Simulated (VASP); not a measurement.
# Hf2H3 in VASP: further runs

Hf2H3 is run at these levels: PBE; tasks: single point.

Program: VASP 6.6.1. These are calculated values, not measurements. Logs are shortened: lines on timing, memory, paths and dates and some standing lists are left out, and cuts for length are marked.

## (1) The cell of the first run

It takes space group P4/mmm (No. 123, tetragonal). Conventional cell: a = 3.531 Å, b = 3.531 Å, c = 5.843 Å, α = 90.00°, β = 90.00°, γ = 90.00°. Within 3.9 Å of Hf (site symmetry 4/mmm) lie 6 Hf at 2.92 to 3.53 Å and 16 H at 3.41 to 3.84 Å. Hf (site symmetry 4/mmm) has 4 H at 1.77 Å within 2.3 Å. H (site symmetry mmm) has 2 Hf at 1.77 Å and 2 H at 1.77 Å within 2.3 Å. H (site symmetry 4/mmm) has 4 H at 1.77 Å within 2.3 Å.

The cell was built from a structure type or drawn by symmetry, and may not be a known phase.

## (2) Single point, PBE

Input file INCAR:

```
PREC     = Accurate       # precision mode
ENCUT    = 520            # plane-wave cutoff, eV
EDIFF    = 1E-6           # SCF threshold, eV
ISMEAR   = 0              # smearing method
SIGMA    = 0.1            # smearing width, eV
LREAL    = F              # projectors in reciprocal space
LASPH    = T              # aspherical terms in the spheres
NELM     = 60             # most SCF steps
ALGO     = Normal         # electronic algorithm
ISIF     = 2              # what is computed and relaxed
LWAVE    = F              # write WAVECAR
LCHARG   = F              # write CHGCAR
GGA      = PE             # functional
NBANDS   = 20             # bands
```

Input file KPOINTS:

```
Automatic mesh
0
Gamma
  6 6 4
```

Input file POSCAR:

```
Hf2H3
1.0
    3.5313173356      0.0000000000      0.0000000000
    0.0000000000      3.5313173356      0.0000000000
    0.0000000000      0.0000000000      5.8427433410
Hf H
2 3
Direct
    0.5000000000      0.5000000000      0.5000000000
    0.5000000000      0.5000000000      0.0000000000
    0.5000000000      0.0000000000      0.0000000000
    0.0000000000      0.5000000000      0.0000000000
    0.0000000000      0.0000000000      0.0000000000
```

Potentials or basis: VASP PAW PBE potentials, release 64 (Hf_pv, H).

Run with:

```
> cat potpaw_PBE.64/Hf_pv/POTCAR potpaw_PBE.64/H/POTCAR > POTCAR
> mpirun -np 1 vasp_std > vasp.out
```

OUTCAR:

```text
PREC = Accurate
   ENCUT = 520
   EDIFF = 1E-6
   ISMEAR = 0
   LREAL = F
   LASPH = T
   NELM = 60
   ISIF = 2
   GGA = PE

 ion  position               nearest neighbor table
   1  0.500  0.500  0.500-   2 2.92   2 2.92
   2  0.500  0.500  0.000-   3 1.77   4 1.77   3 1.77   4 1.77   1 2.92   1 2.92
   3  0.500  0.000  0.000-   2 1.77   2 1.77
   4  0.000  0.500  0.000-   2 1.77   2 1.77
   5  0.000  0.000  0.000-

  LATTYP: Found a simple tetragonal cell.
 ALAT       =     3.5313173356
 C/A-ratio  =     1.6545506353

  Lattice vectors:

 A1 = (   3.5313173356,   0.0000000000,   0.0000000000)
 A2 = (   0.0000000000,   3.5313173356,   0.0000000000)
 A3 = (   0.0000000000,   0.0000000000,   5.8427433410)

Analysis of symmetry for initial positions (statically):
=====================================================================
 Subroutine PRICEL returns:
 Original cell was already a primitive cell.

 Routine SETGRP: Setting up the symmetry group for a
 simple tetragonal supercell.

 Subroutine GETGRP returns: Found 16 space group operations
 (whereof 16 operations were pure point group operations)
 out of a pool of 16 trial point group operations.

The static configuration has the point symmetry D_4h.

Analysis of symmetry for dynamics (positions and initial velocities):
=====================================================================
 Subroutine PRICEL returns:
 Original cell was already a primitive cell.

 Routine SETGRP: Setting up the symmetry group for a
 simple tetragonal supercell.

 Subroutine GETGRP returns: Found 16 space group operations
 (whereof 16 operations were pure point group operations)
 out of a pool of 16 trial point group operations.

The dynamic configuration has the point symmetry D_4h.

 Subroutine INISYM returns: Found 16 space group operations
 (whereof 16 operations are pure point group operations),
 and found     1 'primitive' translations

----------------------------------------------------------------------------------------

                                     Primitive cell

  volume of cell :      72.8602

  direct lattice vectors                    reciprocal lattice vectors
     3.531317336  0.000000000  0.000000000     0.283180441  0.000000000  0.000000000
     0.000000000  3.531317336  0.000000000     0.000000000  0.283180441  0.000000000
     0.000000000  0.000000000  5.842743341     0.000000000  0.000000000  0.171152478

  length of vectors
     3.531317336  3.531317336  5.842743341     0.283180441  0.283180441  0.171152478

  position of ions in fractional coordinates (direct lattice)
     0.500000000  0.500000000  0.500000000
     0.500000000  0.500000000  0.000000000
     0.500000000  0.000000000  0.000000000
     0.000000000  0.500000000  0.000000000
     0.000000000  0.000000000  0.000000000

  ion indices of the primitive-cell ions
   primitive index   ion index
                 1           1
                 2           2
                 3           3
                 4           4
                 5           5

----------------------------------------------------------------------------------------

 KPOINTS: Automatic mesh

Automatic generation of k-mesh.
 Grid dimensions read from file:
 generate k-points for:    6    6    4

 Generating k-lattice:

  Cartesian coordinates                     Fractional coordinates (reciprocal lattice)
     0.047196740  0.000000000  0.000000000     0.166666667  0.000000000  0.000000000
     0.000000000  0.047196740  0.000000000     0.000000000  0.166666667  0.000000000
     0.000000000  0.000000000  0.042788119     0.000000000  0.000000000  0.250000000

  Length of vectors
     0.047196740  0.047196740  0.042788119

  Shift w.r.t. Gamma in fractional coordinates (k-lattice)
     0.000000000  0.000000000  0.000000000

 Subroutine IBZKPT returns following result:
 ===========================================

 Found     30 irreducible k-points:

 Following reciprocal coordinates:
            Coordinates               Weight
  0.000000  0.000000  0.000000      1.000000
  0.166667  0.000000  0.000000      4.000000
  0.333333  0.000000  0.000000      4.000000
  0.500000  0.000000  0.000000      2.000000
  0.166667  0.166667  0.000000      4.000000
  0.333333  0.166667  0.000000      8.000000
[... 16 lines left out ...]
  0.333333  0.000000  0.500000      4.000000
  0.500000  0.000000  0.500000      2.000000
 [... further k-points ...]
   k-points           NKPTS =     30   k-points in BZ     NKDIM =     30   number of bands    NBANDS=     20
   number of dos      NEDOS =    301   number of ions     NIONS =      5
   total plane-waves  NPLWV =  37632
   dimension x,y,z NGX =    28 NGY =   28 NGZ =   48
   dimension x,y,z NGXF=    56 NGYF=   56 NGZF=   96
   ions per type =               2   3
   NGX,Y,Z   is equivalent  to a cutoff of  13.18, 13.18, 13.66 a.u.
   NGXF,Y,Z  is equivalent  to a cutoff of  26.36, 26.36, 27.32 a.u.
 SYSTEM =  unknown system
   PREC   = accura    normal or accurate (medium, high low for compatibility)
   ISTART =      0    job   : 0-new  1-cont  2-samecut
   ICHARG =      2    charge: 1-file 2-atom 10-const
   ISPIN  =      1    spin polarized calculation?
   LNONCOLLINEAR =      F non collinear calculations
   LSORBIT =      F    spin-orbit coupling
   LASPH  =      T    aspherical Exc in radial PAW
   ENCUT  =  520.0 eV  38.22 Ry    6.18 a.u.   6.57  6.57 10.86*2*pi/ulx,y,z
   NELM   =     60;   NELMIN=  2; NELMDL= -5     # of ELM steps
   EDIFF  = 0.1E-05   stopping-criterion for ELM
   LREAL  =      F    real-space projection
   EDIFFG = 0.1E-04   stopping-criterion for IOM
   NSW    =      0    number of steps for IOM
   IBRION =     -1    ionic relax: 0-MD 1-quasi-New 2-CG
   NFREE  =      0    steps in history (QN), initial steepest desc. (CG)
   ISIF   =      2    stress and relaxation
   ISYM   =      2    0-nonsym 1-usesym 2-fastsym
   POTIM  = 0.5000    time-step for ionic-motion
   TEBEG  =    0.0;   TEEND  =   0.0 temperature during run
   PSTRESS=    0.0 pullay stress
   NELECT =      23.0000    total number of electrons
   NUPDOWN=      -1.0000    fix difference up-down
   EMIN   =  10.00;   EMAX   =-10.00  energy-range for DOS
   EFERMI =   0.00;   METHOD = LEGACY
   ISMEAR =     0;   SIGMA  =   0.10  broadening in eV -4-tet -1-fermi 0-gaus
   EFERMI_NEDOS =   21; number of points for ismear=-14 and -15
   IALGO  =     38    algorithm
   IMIX   =      4    mixing-type and parameters
     AMIX     =   0.40;   BMIX     =  1.00
     AMIX_MAG =   1.60;   BMIX_MAG =  1.00
  volume/ion in A,a.u.               =      14.57        98.34
  Fermi-wavevector in a.u.,A,eV,Ry     =   1.114690  2.106458 16.905691  1.242533
  Thomas-Fermi vector in A             =   2.251287
   LORBIT       =      0    0 simple, 1 ext, 2 COOP (PROOUT), +10 PAW based schemes
   GGA     = PE    functional components
   LHFCALC =     F    Hartree Fock is set to
   AEXX    =    0.0000 exact exchange contribution
   IVDW    =     0    specifies the selected vdW correction
   LEPSILON=     F    determine dielectric tensor
   LRPA    =     F    only Hartree local field effects (RPA)
 non-spin polarized calculation
 Gauss-broadening in eV      SIGMA  =   0.10
  energy-cutoff  :      520.00
  volume of cell :       72.86
 maximum number of plane-waves:      1981
 NGX is ok and might be reduce to    28
   NGX = 13   NGY = 13   NGZ = 21

 number of electron      23.0000001 magnetization

 Free energy of the ion-electron system (eV)
  ---------------------------------------------------
  ext. energy  EPLUGINS =         0.00000000
  ---------------------------------------------------
  free energy    TOTEN  =       -25.49499523 eV

  energy without entropy =      -25.48124107  energy(sigma->0) =      -25.48811815

 E-fermi :   2.2603     XC(G=0):  -9.6350

 val. band max:        2.2393825016   @ k =   0.1667   0.1667   0.5000
 cond. band min:       2.2711967905   @ k =   0.1667   0.0000   0.0000
 fundamental gap:      0.0318142890
 Fermi energy:         2.2603015712

 k-point     1 :       0.0000    0.0000    0.0000
  band No.  band energies     occupation
      1     -29.2138      2.00000
      2     -29.0576      2.00000
      3     -29.0576      2.00000
      4     -28.0809      2.00000
      5     -28.0809      2.00000
      6     -27.9086      2.00000
[... 12 lines left out ...]
     19       7.2860      0.00000
     20       9.5039      0.00000

 k-point     2 :       0.1667    0.0000    0.0000
  band No.  band energies     occupation
      1     -29.2100      2.00000
      2     -29.0904      2.00000
      3     -29.0550      2.00000
      4     -28.1494      2.00000
      5     -28.0774      2.00000
      6     -27.9056      2.00000
[... 12 lines left out ...]
     19       7.3139      0.00000
     20       9.2325      0.00000

 k-point     3 :       0.3333    0.0000    0.0000
  band No.  band energies     occupation
      1     -29.2025      2.00000
      2     -29.1553      2.00000
      3     -29.0499      2.00000
      4     -28.2833      2.00000
      5     -28.0704      2.00000
      6     -27.8996      2.00000
[... 12 lines left out ...]
     19       7.3711      0.00000
     20       7.6094      0.00000

 k-point     4 :       0.5000    0.0000    0.0000
  band No.  band energies     occupation
      1     -29.1987      2.00000
      2     -29.1875      2.00000
      3     -29.0473      2.00000
      4     -28.3487      2.00000
      5     -28.0669      2.00000
      6     -27.8966      2.00000
[... 429 lines left out ...]
 k-point    23 :       0.3333    0.0000    0.5000
  band No.  band energies     occupation
      1     -29.1528      2.00000
      2     -29.0566      2.00000
      3     -29.0481      2.00000
      4     -28.2865      2.00000
      5     -28.0728      2.00000
      6     -28.0726      2.00000
[... 12 lines left out ...]
     19       5.2785      0.00000
     20       8.4006      0.00000

 k-point    24 :       0.5000    0.0000    0.5000
  band No.  band energies     occupation
      1     -29.1847      2.00000
      2     -29.0534      2.00000
      3     -29.0456      2.00000
      4     -28.3522      2.00000
      5     -28.0691      2.00000
      6     -28.0689      2.00000
[... 12 lines left out ...]
     19       5.4672      0.00000
     20       6.3676      0.00000

 [... further k-points ...]

------------------------ aborting loop because EDIFF is reached ----------------------------------------

  FORCE on cell =-STRESS in cart. coord.  units (eV):
  Direction    XX          YY          ZZ          XY          YZ          ZX
  --------------------------------------------------------------------------------------
  -------------------------------------------------------------------------------------
  Total        0.0432843      0.0432843     -0.1772257      0.0000000      0.0000000      0.0000000
  in kB        0.9518099      0.9518099     -3.8971490      0.0000000      0.0000000      0.0000000
  external PRESSURE =      -0.6645097 kB  Pullay stress =       0.0000000 kB

 VOLUME and BASIS-vectors are now :
 -----------------------------------------------------------------------------
  energy-cutoff  :      520.00
  volume of cell :       72.86
      direct lattice vectors                 reciprocal lattice vectors
     3.531317336  0.000000000  0.000000000     0.283180441  0.000000000  0.000000000
     0.000000000  3.531317336  0.000000000     0.000000000  0.283180441  0.000000000
     0.000000000  0.000000000  5.842743341     0.000000000  0.000000000  0.171152478

 POSITION                                       TOTAL-FORCE (eV/Angst)
 -----------------------------------------------------------------------------------
      1.76566      1.76566      2.92137         0.000000      0.000000      0.000000
      1.76566      1.76566      0.00000         0.000000      0.000000      0.000000
      1.76566      0.00000      0.00000         0.000000      0.000000      0.000000
      0.00000      1.76566      0.00000         0.000000      0.000000      0.000000
      0.00000      0.00000      0.00000         0.000000      0.000000      0.000000
 -----------------------------------------------------------------------------------
    total drift:                                0.000000      0.000000     -0.000000

  FREE ENERGIE OF THE ION-ELECTRON SYSTEM (eV)
  ---------------------------------------------------
  free  energy   TOTEN  =       -25.4949952303 eV

  energy  without entropy=      -25.4812410669  energy(sigma->0) =      -25.48811815
```

Wall time 22 s (1 thread of Intel Xeon 6975P-C (Granite Rapids), shared host); peak memory 0.19 GiB.

Results:

```yaml
Free_energy: -25.4950 eV
Pressure: -0.1 GPa
Band_gap_on_the_k_mesh: zero (an odd number of electrons rules out a gap without spin polarisation)
```

Caveat: spin-orbit coupling is left out, which moves the levels of the heavy elements.

## (3) Single point, PBE

This run uses another cell than the first one, of 14.45 Å³/atom.

Input file INCAR:

```
ALGO = Normal
EDIFF = 1E-7
ENCUT = 520
GGA = PE
ISIF = 2
ISMEAR = 0
LASPH = T
LCHARG = F
LREAL = F
LWAVE = F
NBANDS = 20
NELM = 100
PREC = Accurate
SIGMA = 0.1
```

Input file KPOINTS:

```
k-points
0
Gamma
  6 4 4
```

Input file POSCAR:

```
Hf2H3
1.0
    3.5709503874      0.0000000000      0.0000000000
    0.0000000000      5.7379078011      0.0000000000
    0.0000000000      0.0000000000      3.5269488175
Hf H
2 3
Direct
    0.5000000000      0.5000000000      0.5000000000
    0.5000000000      0.0000000000      0.5000000000
    0.0000000000      0.0000000000      0.5000000000
    0.5000000000      0.0000000000      0.0000000000
    0.0000000000      0.0000000000      0.0000000000
```

Potentials or basis: VASP PAW PBE potentials, release 64 (Hf_pv, H).

Run with:

```
> cat potpaw_PBE.64/Hf_pv/POTCAR potpaw_PBE.64/H/POTCAR > POTCAR
> mpirun -np 1 vasp_std > vasp.out
```

Run time: 31 s. Hardware: 1 thread of Intel Xeon 6975P-C (Granite Rapids), shared host; peak memory 0.21 GiB.

Results (log left out):

```yaml
Free_energy: -25.5393 eV
Pressure: -0.1 GPa
Band_gap_on_the_k_mesh: zero (an odd number of electrons rules out a gap without spin polarisation)
```

Levels at points of the mesh, in eV from the Fermi level:
```
           k point  band 9  band 10  band 11  band 12  band 13  band 14
(0.00, 0.00, 0.00)   -3.89    -1.32    -0.22     0.36     0.87     0.97
(0.50, 0.00, 0.00)   -2.62    -1.90    -0.58     1.17     1.25     1.49
(0.00, 0.50, 0.00)   -4.08    -0.35    -0.17     0.39     2.12     2.21
(0.50, 0.50, 0.00)   -1.87    -1.29     0.54     0.57     0.80     1.89
(0.00, 0.00, 0.50)   -2.56    -1.91    -0.50     1.18     1.23     1.35
(0.50, 0.00, 0.50)   -2.72    -2.01    -1.24    -1.18    -0.38     3.70
(0.00, 0.50, 0.50)   -1.76    -1.27     0.50     0.62     0.85     1.76
(0.50, 0.50, 0.50)   -2.87    -0.74     0.00     0.04     0.89     1.18
```

Caveat: the k points lie up to 0.45 Å⁻¹ apart, too coarse for converged energies and pressures of a metal; spin-orbit coupling is left out, which moves the levels of the heavy elements.

## (4) Single point, PBE

This run uses another cell than the first one, of 14.63 Å³/atom.

Input file INCAR:

```
PREC = Accurate ; ENCUT = 520
EDIFF = 1E-7 ; ISMEAR = 0
SIGMA = 0.1 ; LREAL = F
LASPH = T ; NELM = 100
ALGO = Normal ; ISIF = 2
LWAVE = F ; LCHARG = F
GGA = PE ; NBANDS = 20
```

Input file KPOINTS:

```
regular mesh
0
Gamma
  10 10 6
```

Input file POSCAR:

```
Hf2H3
1.0
    3.5381508166      0.0000000000      0.0000000000
    0.0000000000      3.5381508166      0.0000000000
    0.0000000000      0.0000000000      5.8435872974
Hf H
2 3
Direct
    0.5000000000      0.5000000000      0.5000000000
    0.5000000000      0.5000000000      0.0000000000
    0.5000000000      0.0000000000      0.0000000000
    0.0000000000      0.5000000000      0.0000000000
    0.0000000000      0.0000000000      0.0000000000
```

Run with:

```
> cat potpaw_PBE.64/Hf_pv/POTCAR potpaw_PBE.64/H/POTCAR > POTCAR
> mpirun -np 1 vasp_std > vasp.out
```

Run time: 61 s. Hardware: 1 thread of Intel Xeon 6975P-C (Granite Rapids), shared host; peak memory 0.25 GiB.

The run converged. Its results:

```
Free energy            : -25.4399 eV
Pressure               : -0.1 GPa
Band gap on the k mesh : zero (an odd number of electrons rules out a gap without spin polarisation)
```

Stress tensor (GPa, compression positive):
```
-0.04  0.00  0.00
 0.00 -0.04  0.00
 0.00  0.00 -0.22
```

Levels at points of the mesh, in eV from the Fermi level:
```tsv
k point	band 7	band 8	band 9	band 10	band 11	band 12	band 13	band 14	band 15	band 16
(0.00, 0.00, 0.00)	-9.32	-6.03	-3.93	-1.22	-0.22	0.19	1.08	1.08	2.72	3.29
(0.50, 0.00, 0.00)	-6.90	-5.70	-2.53	-1.86	-0.48	1.12	1.36	1.38	1.69	2.40
(0.50, 0.50, 0.00)	-4.98	-2.98	-2.98	-1.83	-1.13	-1.13	-0.42	3.66	3.66	3.88
(0.00, 0.00, 0.50)	-9.22	-6.01	-4.10	-0.33	-0.30	0.34	2.26	2.26	2.70	2.70
(0.50, 0.00, 0.50)	-6.81	-5.73	-1.81	-1.29	0.47	0.52	0.82	1.64	1.77	2.04
(0.50, 0.50, 0.50)	-4.93	-3.10	-3.10	-0.73	0.02	0.02	0.89	1.15	1.15	1.21
```

Caveat: spin-orbit coupling is left out, which moves the levels of the heavy elements.

## (5) Overview

| cell | k mesh | gap on the mesh (eV) | pressure (GPa) |
| --- | --- | --- | --- |
| a = 3.531, b = 3.531, c = 5.843 Å, 5 atoms, atomic positions A | 6 × 6 × 4 | none | -0.1 |
| a = 3.571, b = 5.738, c = 3.527 Å, 5 atoms, atomic positions B | 6 × 4 × 4 | none | -0.1 |
| a = 3.538, b = 3.538, c = 5.844 Å, 5 atoms, atomic positions A | 10 × 10 × 6 | none | -0.1 |

Alike in all rows: task single point; level PBE; potentials or basis VASP PAW PBE potentials, release 64 (Hf_pv, H); no spin polarisation; cutoff (eV) 520; smearing gaussian 0.1 eV.

Caveats: some runs use coarse meshes; spin-orbit coupling is left out, which moves the levels of the heavy elements.

Absolute energies hang on the potentials; compare differences alone.
